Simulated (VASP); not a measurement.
# Ru in VASP: notebook

The runs below take Ru through single point, with PBE.

All numbers are computed with VASP 6.6.1; they aren't measurements. Logs are shortened: lines on timing, memory, paths and dates and some standing lists are left out, and cuts for length are marked.

**1. The cell of the first run**

It takes space group Fm-3m (No. 225, cubic). Conventional cell: a = 3.909 Å, b = 3.909 Å, c = 3.909 Å, α = 90.00°, β = 90.00°, γ = 90.00°. Ru (site symmetry m-3m) has 12 Ru at 2.76 Å within 3.6 Å.

This isn't the form of Ru at room conditions, which is hcp.

**2. Single point, PBE (strained)**

INCAR reads:

```
PREC = Accurate
ENCUT = 520
EDIFF = 1E-7
ISMEAR = 0
SIGMA = 0.1
LREAL = False
LASPH = True
NELM = 80
ALGO = Normal
ISIF = 2
LWAVE = False
LCHARG = False
GGA = PE
NBANDS = 13
```

KPOINTS reads:

```
Automatic mesh
0
Gamma
  18 18 18
```

POSCAR reads:

```
Ru
1.0
    0.0000000000      1.9542575000      1.9542575000
    1.9542575000      0.0000000000      1.9542575000
    1.9542575000      1.9542575000      0.0000000000
Ru
1
Direct
    0.0000000000      0.0000000000      0.0000000000
```

Potentials or basis: VASP PAW PBE potentials, release 64 (Ru_pv).

Launch:

```
$ cat potpaw_PBE.64/Ru_pv/POTCAR > POTCAR
$ mpirun -np 1 vasp_std > vasp.out
```

OUTCAR:

```text
PREC = Accurate
   ENCUT = 520
   EDIFF = 1E-7
   ISMEAR = 0
   LREAL = False
   LASPH = True
   NELM = 80
   ISIF = 2
   GGA = PE

 ion  position               nearest neighbor table
   1  0.000  0.000  0.000-

  LATTYP: Found a face centered cubic cell.
 ALAT       =     3.9085150000

  Lattice vectors:

 A1 = (   0.0000000000,   1.9542575000,   1.9542575000)
 A2 = (   1.9542575000,   0.0000000000,   1.9542575000)
 A3 = (   1.9542575000,   1.9542575000,   0.0000000000)

Analysis of symmetry for initial positions (statically):
=====================================================================
 Subroutine PRICEL returns:
 Original cell was already a primitive cell.

 Routine SETGRP: Setting up the symmetry group for a
 face centered cubic supercell.

 Subroutine GETGRP returns: Found 48 space group operations
 (whereof 48 operations were pure point group operations)
 out of a pool of 48 trial point group operations.

The static configuration has the point symmetry O_h .

Analysis of symmetry for dynamics (positions and initial velocities):
=====================================================================
 Subroutine PRICEL returns:
 Original cell was already a primitive cell.

 Routine SETGRP: Setting up the symmetry group for a
 face centered cubic supercell.

 Subroutine GETGRP returns: Found 48 space group operations
 (whereof 48 operations were pure point group operations)
 out of a pool of 48 trial point group operations.

The dynamic configuration has the point symmetry O_h .

 Subroutine INISYM returns: Found 48 space group operations
 (whereof 48 operations are pure point group operations),
 and found     1 'primitive' translations

----------------------------------------------------------------------------------------

                                     Primitive cell

  volume of cell :      14.9271

  direct lattice vectors                    reciprocal lattice vectors
     0.000000000  1.954257500  1.954257500    -0.255851647  0.255851647  0.255851647
     1.954257500  0.000000000  1.954257500     0.255851647 -0.255851647  0.255851647
     1.954257500  1.954257500  0.000000000     0.255851647  0.255851647 -0.255851647

  length of vectors
     2.763737461  2.763737461  2.763737461     0.443148052  0.443148052  0.443148052

  position of ions in fractional coordinates (direct lattice)
     0.000000000  0.000000000  0.000000000

  ion indices of the primitive-cell ions
   primitive index   ion index
[... 81 lines left out ...]
   POTIM  = 0.5000    time-step for ionic-motion
   TEBEG  =    0.0;   TEEND  =   0.0 temperature during run
   PSTRESS=    0.0 pullay stress
   NELECT =      14.0000    total number of electrons
   NUPDOWN=      -1.0000    fix difference up-down
   EMIN   =  10.00;   EMAX   =-10.00  energy-range for DOS
   EFERMI =   0.00;   METHOD = LEGACY
   ISMEAR =     0;   SIGMA  =   0.10  broadening in eV -4-tet -1-fermi 0-gaus
   EFERMI_NEDOS =   21; number of points for ismear=-14 and -15
   IALGO  =     38    algorithm
   IMIX   =      4    mixing-type and parameters
     AMIX     =   0.40;   BMIX     =  1.00
     AMIX_MAG =   1.60;   BMIX_MAG =  1.00
  volume/ion in A,a.u.               =      14.93       100.73
  Fermi-wavevector in a.u.,A,eV,Ry     =   1.602479  3.028247 34.938937  2.567939
  Thomas-Fermi vector in A             =   2.699293
   LORBIT       =      0    0 simple, 1 ext, 2 COOP (PROOUT), +10 PAW based schemes
   GGA     = PE    functional components
   LHFCALC =     F    Hartree Fock is set to
   AEXX    =    0.0000 exact exchange contribution
   IVDW    =     0    specifies the selected vdW correction
   LEPSILON=     F    determine dielectric tensor
   LRPA    =     F    only Hartree local field effects (RPA)
 non-spin polarized calculation
 Gauss-broadening in eV      SIGMA  =   0.10
  energy-cutoff  :      520.00
  volume of cell :       14.93
 maximum number of plane-waves:       419
 NGX is ok and might be reduce to    24
   NGX = 11   NGY = 11   NGZ = 11

 number of electron      14.0000002 magnetization

 Free energy of the ion-electron system (eV)
  ---------------------------------------------------
  ext. energy  EPLUGINS =         0.00000000
  ---------------------------------------------------
  free energy    TOTEN  =        -9.05411214 eV

  energy without entropy =       -9.04819798  energy(sigma->0) =       -9.05115506

 E-fermi :  11.0766     XC(G=0): -13.5369

 val. band max:       11.0744539126   @ k =   0.1667   0.0556   0.0000
 cond. band min:      11.1028333307   @ k =   0.3889   0.3333   0.0000
 fundamental gap:      0.0283794181
 Fermi energy:        11.0766028131

 k-point     1 :       0.0000    0.0000    0.0000
  band No.  band energies     occupation
      1     -31.3013      2.00000
      2     -31.3013      2.00000
      3     -31.3013      2.00000
      4       3.7598      2.00000
      5       8.8710      2.00000
      6       8.8710      2.00000
      7       8.8710      2.00000
      8      10.9824      1.81707
      9      10.9824      1.81707
     10      21.7690      0.00000
     11      26.1974      0.00000
     12      31.4205      0.00000
     13      31.4205      0.00000
[... 354 lines left out ...]
  band No.  band energies     occupation
      1     -31.6763      2.00000
      2     -31.3773      2.00000
      3     -31.3436      2.00000
      4       5.5689      2.00000
      5       8.4311      2.00000
      6       9.2433      2.00000
      7       9.3091      2.00000
      8      10.7742      1.99998
      9      11.4656      0.00000
     10      21.7689      0.00000
     11      26.0760      0.00000
     12      28.0710      0.00000
     13      33.1086      0.00000

 [... further k-points ...]

------------------------ aborting loop because EDIFF is reached ----------------------------------------

  FORCE on cell =-STRESS in cart. coord.  units (eV):
  Direction    XX          YY          ZZ          XY          YZ          ZX
  --------------------------------------------------------------------------------------
  -------------------------------------------------------------------------------------
  Total       -1.8172079     -1.8172079     -1.8172079     -0.0000000      0.0000000     -0.0000000
  in kB     -195.0472504   -195.0472504   -195.0472504     -0.0000000      0.0000000     -0.0000000
  external PRESSURE =    -195.0472504 kB  Pullay stress =       0.0000000 kB

 VOLUME and BASIS-vectors are now :
 -----------------------------------------------------------------------------
  energy-cutoff  :      520.00
  volume of cell :       14.93
      direct lattice vectors                 reciprocal lattice vectors
     0.000000000  1.954257500  1.954257500    -0.255851647  0.255851647  0.255851647
     1.954257500  0.000000000  1.954257500     0.255851647 -0.255851647  0.255851647
     1.954257500  1.954257500  0.000000000     0.255851647  0.255851647 -0.255851647

 POSITION                                       TOTAL-FORCE (eV/Angst)
 -----------------------------------------------------------------------------------
      0.00000      0.00000      0.00000         0.000000     -0.000000     -0.000000
 -----------------------------------------------------------------------------------
    total drift:                               -0.000000      0.000000      0.000000

  FREE ENERGIE OF THE ION-ELECTRON SYSTEM (eV)
  ---------------------------------------------------
  free  energy   TOTEN  =        -9.0541121413 eV

  energy  without entropy=       -9.0481979768  energy(sigma->0) =       -9.05115506
```

Wall time 40 s (1 thread of Intel Xeon 8259CL, shared host); peak memory 0.17 GiB.

Results:

| Property | Result |
| --- | --- |
| Free energy | -9.0541 eV |
| Pressure | -19.5 GPa |
| Band gap on the k mesh | zero (bands 7 and 8 overlap by 2.94 eV) |

Caveat: the cell differs from its parent crystal (strained); the cell stands under tension; an empty level that is flat over the whole mesh can mark a ghost state of the potentials, or a narrow d or f band.

**3. Single point, PBE (strained)**

INCAR reads:

```
SYSTEM = Ru
PREC = Accurate ; ENCUT = 520
EDIFF = 1E-6 ; ISMEAR = 0
SIGMA = 0.1 ; LREAL = .FALSE.
LASPH = .TRUE. ; NELM = 80
ALGO = Normal ; ISIF = 2
LWAVE = .FALSE. ; LCHARG = .TRUE.
GGA = PE ; LELF = .TRUE.
LVHAR = .TRUE. ; NBANDS = 13
```

KPOINTS reads:

```
Automatic mesh
0
G
  18 18 18
  0 0 0
```

POSCAR reads:

```
Ru
1.0
    0.0000000000      1.9954683000      1.9954683000
    1.9954683000      0.0000000000      1.9954683000
    1.9954683000      1.9954683000      0.0000000000
Ru
1
Direct
    0.0000000000      0.0000000000      0.0000000000
```

Potentials or basis: VASP PAW PBE potentials, release 64 (Ru_pv).

Launch:

```
$ cat potpaw_PBE.64/Ru_pv/POTCAR > POTCAR
$ mpirun -np 1 vasp_std > vasp.out
```

Run time: 39 s. Hardware: 1 thread of Intel Xeon 8259CL, shared host; peak memory 0.17 GiB.

Results (log left out):

```yaml
Free_energy: -8.9025 eV
Pressure: -30.3 GPa
Band_gap_on_the_k_mesh: zero (bands 7 and 8 overlap by 2.65 eV)
```

Levels at points of the mesh, in eV from the Fermi level:
```tsv
k point	band 4	band 5	band 6	band 7	band 8	band 9	band 10	band 11
(0.00, 0.00, 0.00)	-6.95	-2.01	-2.01	-2.01	-0.10	-0.10	10.78	15.10
(0.50, 0.00, 0.00)	-4.94	-2.10	-2.10	1.01	1.36	1.36	8.29	10.78
(0.50, 0.50, 0.00)	-5.07	-4.67	1.32	1.76	1.76	3.28	10.78	11.57
```

Caveat: the cell differs from its parent crystal (strained); the cell stands under tension.

[end of part 1 of 3]
